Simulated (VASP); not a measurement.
# Ta (Immm) in VASP: further runs, part 2 of 2

VASP 6.6.1. Earlier steps stand in the parts before.

## Step 4: Single point, LDA (strain +0.0100 x Voigt [1, -1, 0, 0, 0, 0])

INCAR reads:

```
ALGO     = Normal         # electronic algorithm
EDIFF    = 1E-6           # SCF threshold, eV
ENCUT    = 500            # plane-wave cutoff, eV
GGA      = CA             # functional
GGA_COMPAT= F            
ISIF     = 2              # what is computed and relaxed
ISMEAR   = 0              # smearing method
LASPH    = T              # aspherical terms in the spheres
LCHARG   = T              # write CHGCAR
LELF     = T              # ELF
LREAL    = F              # projectors in reciprocal space
LVHAR    = T            
LWAVE    = F              # write WAVECAR
NBANDS   = 12             # bands
NELM     = 120            # most SCF steps
PREC     = Accurate       # precision mode
SIGMA    = 0.2            # smearing width, eV
```

KPOINTS reads:

```
k-points
0
Gamma
  20 20 20
```

POSCAR reads:

```
Ta
1.0
   -1.6677928000      1.6347672000      1.6512800000
    1.6677928000     -1.6347672000      1.6512800000
    1.6677928000      1.6347672000     -1.6512800000
Ta
1
Direct
    0.0000000000      0.0000000000      0.0000000000
```

Potentials or basis: VASP PAW LDA potentials, release 64 (Ta_pv).

Run with:

```bash
cat potpaw_LDA.64/Ta_pv/POTCAR > POTCAR
mpirun -np 1 vasp_std > vasp.out
```

OUTCAR:

```text
EDIFF = 1E-6
   ENCUT = 500
   GGA = CA
   ISIF = 2
   ISMEAR = 0
   LASPH = T
   LREAL = F
   NELM = 120
   PREC = Accurate

 ion  position               nearest neighbor table
   1  0.000  0.000  0.000-

  LATTYP: Found a body centered orthorhombic cell.
 ALAT       =     3.2695344000
 B/A-ratio  =     1.0101010101
 C/A-ratio  =     1.0202020202

  Lattice vectors:

 A1 = (  -1.6677928000,  -1.6347672000,  -1.6512800000)
 A2 = (  -1.6677928000,   1.6347672000,   1.6512800000)
 A3 = (   1.6677928000,   1.6347672000,  -1.6512800000)

Analysis of symmetry for initial positions (statically):
=====================================================================
 Subroutine PRICEL returns:
 Original cell was already a primitive cell.

 Routine SETGRP: Setting up the symmetry group for a
 body centered orthorhombic supercell.

 Subroutine GETGRP returns: Found  8 space group operations
 (whereof  8 operations were pure point group operations)
 out of a pool of  8 trial point group operations.

The static configuration has the point symmetry D_2h.

Analysis of symmetry for dynamics (positions and initial velocities):
=====================================================================
 Subroutine PRICEL returns:
 Original cell was already a primitive cell.

 Routine SETGRP: Setting up the symmetry group for a
 body centered orthorhombic supercell.

 Subroutine GETGRP returns: Found  8 space group operations
 (whereof  8 operations were pure point group operations)
 out of a pool of  8 trial point group operations.

The dynamic configuration has the point symmetry D_2h.

 Subroutine INISYM returns: Found  8 space group operations
 (whereof  8 operations are pure point group operations),
 and found     1 'primitive' translations

----------------------------------------------------------------------------------------

[... 116 lines left out ...]
   LHFCALC =     F    Hartree Fock is set to
   AEXX    =    0.0000 exact exchange contribution
   IVDW    =     0    specifies the selected vdW correction
   LEPSILON=     F    determine dielectric tensor
   LRPA    =     F    only Hartree local field effects (RPA)
 non-spin polarized calculation
 Gauss-broadening in eV      SIGMA  =   0.20
  energy-cutoff  :      500.00
  volume of cell :       18.01
 maximum number of plane-waves:       472
 NGX is ok and might be reduce to    24
   NGX = 11   NGY = 11   NGZ = 11

 number of electron      11.0000002 magnetization

 Free energy of the ion-electron system (eV)
  ---------------------------------------------------
  ext. energy  EPLUGINS =         0.00000000
  ---------------------------------------------------
  free energy    TOTEN  =       -12.82052435 eV

  energy without entropy =      -12.79381571  energy(sigma->0) =      -12.80717003

 E-fermi :   5.4006     XC(G=0): -12.7970

 val. band max:        5.3996035239   @ k =  -0.2000  -0.1000   0.0500
 cond. band min:       5.4040402806   @ k =  -0.2000  -0.2500   0.1000
 fundamental gap:      0.0044367567
 Fermi energy:         5.4005706808

 k-point     1 :       0.0000    0.0000    0.0000
  band No.  band energies     occupation
      1     -27.5014      2.00000
      2     -27.4995      2.00000
      3     -27.4970      2.00000
      4      -2.4421      2.00000
      5       5.9472      0.00011
      6       6.0755      0.00000
      7       6.1977      0.00000
      8       9.1749      0.00000
      9       9.4746      0.00000
     10      19.0981      0.00000
     11      20.3024      0.00000
     12      20.4792      0.00000
[... 331 lines left out ...]
 k-point    24 :      -0.4000    0.0500    0.0000
  band No.  band energies     occupation
      1     -28.5266      2.00000
      2     -27.8473      2.00000
      3     -27.5259      2.00000
      4       1.0382      2.00000
      5       3.9768      2.00000
      6       5.7975      0.00500
      7       9.2837      0.00000
      8      10.0904      0.00000
      9      11.5021      0.00000
     10      18.4900      0.00000
     11      18.9020      0.00000
     12      19.1638      0.00000

 [... further k-points ...]

------------------------ aborting loop because EDIFF is reached ----------------------------------------

  FORCE on cell =-STRESS in cart. coord.  units (eV):
  Direction    XX          YY          ZZ          XY          YZ          ZX
  --------------------------------------------------------------------------------------
  -------------------------------------------------------------------------------------
  Total       -1.0410290     -0.7807693     -0.9116133      0.0000000     -0.0000000      0.0000000
  in kB      -92.6178469    -69.4631696    -81.1040486      0.0000000     -0.0000000      0.0000000
  external PRESSURE =     -81.0616884 kB  Pullay stress =       0.0000000 kB

 VOLUME and BASIS-vectors are now :
 -----------------------------------------------------------------------------
  energy-cutoff  :      500.00
  volume of cell :       18.01
      direct lattice vectors                 reciprocal lattice vectors
    -1.667792800  1.634767200  1.651280000     0.000000000  0.305853947  0.302795407
     1.667792800 -1.634767200  1.651280000     0.299797433  0.000000000  0.302795407
     1.667792800  1.634767200 -1.651280000     0.299797433  0.305853947  0.000000000

 POSITION                                       TOTAL-FORCE (eV/Angst)
 -----------------------------------------------------------------------------------
      0.00000      0.00000      0.00000         0.000000     -0.000000      0.000000
 -----------------------------------------------------------------------------------
    total drift:                                0.000000      0.000000     -0.000000

  FREE ENERGIE OF THE ION-ELECTRON SYSTEM (eV)
  ---------------------------------------------------
  free  energy   TOTEN  =       -12.8205243484 eV

  energy  without entropy=      -12.7938157149  energy(sigma->0) =      -12.80717003
```

OSZICAR:

```text
N       E                     dE             d eps       ncg     rms          rms(c)
DAV:   1     0.587210239712E+02    0.58721E+02   -0.59651E+03 28048   0.848E+02
DAV:   2    -0.123066874683E+02   -0.71028E+02   -0.69174E+02 31504   0.239E+02
DAV:   3    -0.133161926478E+02   -0.10095E+01   -0.99819E+00 33468   0.270E+01
DAV:   4    -0.133188322611E+02   -0.26396E-02   -0.26394E-02 30716   0.153E+00
DAV:   5    -0.133188402512E+02   -0.79900E-05   -0.79908E-05 32980   0.809E-02    0.135E+01
DAV:   6    -0.129354609232E+02    0.38338E+00   -0.31022E-01 32344   0.566E+00    0.638E+00
DAV:   7    -0.128226106820E+02    0.11285E+00   -0.24241E-01 32676   0.466E+00    0.345E-01
DAV:   8    -0.128205603521E+02    0.20503E-02   -0.50704E-03 29252   0.688E-01    0.102E-01
DAV:   9    -0.128205251386E+02    0.35213E-04   -0.88152E-05 32624   0.956E-02    0.245E-02
DAV:  10    -0.128205243484E+02    0.79022E-06   -0.35758E-06 30316   0.199E-02
   1 F= -.12820524E+02 E0= -.12807170E+02  d E =-.267086E-01
```

stdout:

```text
POSCAR found type information on POSCAR Ta
 POSCAR found :  1 types and       1 ions
 scaLAPACK will be used
 LDA part: xc-table for (Slater(with rela. corr.)+CA(PZ))
 , standard interpolation
 POSCAR, INCAR and KPOINTS ok, starting setup
 FFT: planning ... GRIDC
 FFT: planning ... GRID_SOFT
 FFT: planning ... GRID
 WAVECAR not read
 entering main loop
```

Wall time 53 s (1 thread of Intel Xeon 6975P-C (Granite Rapids), shared host); peak memory 0.32 GiB.

Results:

| Quantity | Value |
| --- | --- |
| Free energy | -12.8205 eV |
| Pressure | -8.1 GPa |
| Band gap on the k mesh | zero (an odd number of electrons rules out a gap without spin polarisation) |

Levels at points of the mesh, in eV from the Fermi level:
```csv
k point,band 3,band 4,band 5,band 6,band 7,band 8,band 9,band 10
"(0.00, 0.00, 0.00)",-32.90,-7.84,0.55,0.67,0.80,3.77,4.07,13.70
"(0.50, 0.00, 0.00)",-32.92,-4.37,-1.71,1.81,3.97,4.92,7.78,11.75
"(0.00, 0.50, 0.00)",-32.90,-4.38,-1.45,1.67,3.63,4.74,7.72,11.62
"(0.50, 0.50, 0.00)",-32.91,-4.37,-1.59,1.74,3.78,4.86,7.74,11.69
"(0.50, 0.50, 0.50)",-33.71,-3.85,-3.79,6.74,6.78,6.83,8.49,8.75
```

Caveat: the cell differs from its parent crystal (strain +0.0100 x Voigt [1, -1, 0, 0, 0, 0]); the cell stands under tension; spin-orbit coupling is left out, which moves the levels of the heavy elements.

## Step 5: Single point, LDA (strain +0.0250 x Voigt [1, -1, 0, 0, 0, 0])

INCAR reads:

```
SYSTEM = Ta
ALGO = Normal ; EDIFF = 1E-6
ENCUT = 500 ; GGA_COMPAT = .FALSE.
ISIF = 2 ; ISMEAR = 0
LASPH = .TRUE. ; LCHARG = .FALSE.
LREAL = .FALSE. ; LWAVE = .FALSE.
NBANDS = 12 ; NELM = 120
PREC = Accurate ; SIGMA = 0.2
```

KPOINTS reads:

```
k-points
0
G
  20 20 20
  0 0 0
```

POSCAR reads:

```
Ta
1.0
   -1.6925620000      1.6099980000      1.6512800000
    1.6925620000     -1.6099980000      1.6512800000
    1.6925620000      1.6099980000     -1.6512800000
Ta
1
Direct
    0.0000000000      0.0000000000      0.0000000000
```

Run with:

```bash
cat potpaw_LDA.64/Ta_pv/POTCAR > POTCAR
mpirun -np 1 vasp_std > vasp.out
```

Wall time 55 s (1 thread of Intel Xeon 6975P-C (Granite Rapids), shared host); peak memory 0.32 GiB.

Results (log left out):

```yaml
Free_energy: -12.8144 eV
Pressure: -7.9 GPa
Band_gap_on_the_k_mesh: zero (an odd number of electrons rules out a gap without spin polarisation)
```

Stress tensor (GPa, compression positive):
```
-10.63   0.00   0.00
  0.00  -5.17   0.00
  0.00   0.00  -7.87
```

Levels at points of the mesh, in eV from the Fermi level:
```tsv
k point	band 3	band 4	band 5	band 6	band 7	band 8	band 9	band 10
(0.00, 0.00, 0.00)	-32.90	-7.85	0.36	0.69	0.99	3.53	4.28	13.68
(0.50, 0.00, 0.00)	-32.94	-4.37	-1.90	1.92	4.16	5.10	7.81	11.85
(0.00, 0.50, 0.00)	-32.89	-4.40	-1.25	1.56	3.34	4.64	7.66	11.53
(0.50, 0.50, 0.00)	-32.92	-4.38	-1.59	1.75	3.64	5.01	7.71	11.68
(0.50, 0.50, 0.50)	-33.67	-3.89	-3.77	6.68	6.78	6.89	8.12	8.74
```

Caveat: the cell differs from its parent crystal (strain +0.0250 x Voigt [1, -1, 0, 0, 0, 0]); the cell stands under tension; spin-orbit coupling is left out, which moves the levels of the heavy elements.

## Step 6: The runs side by side

| cell | gap on the mesh (eV) | pressure (GPa) |
| --- | --- | --- |
| a = 2.861 Å, angles 107.0, 111.9, 109.5°, 1 atom | none | -7.8 |
| a = 2.860 Å, angles 111.1, 107.9, 109.5°, 1 atom | none | -8.0 |
| a = 2.860 Å, angles 108.7, 110.3, 109.5°, 1 atom | none | -8.1 |
| a = 2.861 Å, angles 107.5, 111.5, 109.5°, 1 atom | none | -7.9 |

Alike in all rows: task single point; level LDA; potentials or basis VASP PAW LDA potentials, release 64 (Ta_pv); no spin polarisation; k mesh 20 × 20 × 20; cutoff (eV) 500; smearing gaussian 0.2 eV.

Caveats: the cell stands under tension; spin-orbit coupling is left out, which moves the levels of the heavy elements.

Total energies depend on the potentials used, so only differences within one code and one set of settings carry meaning.
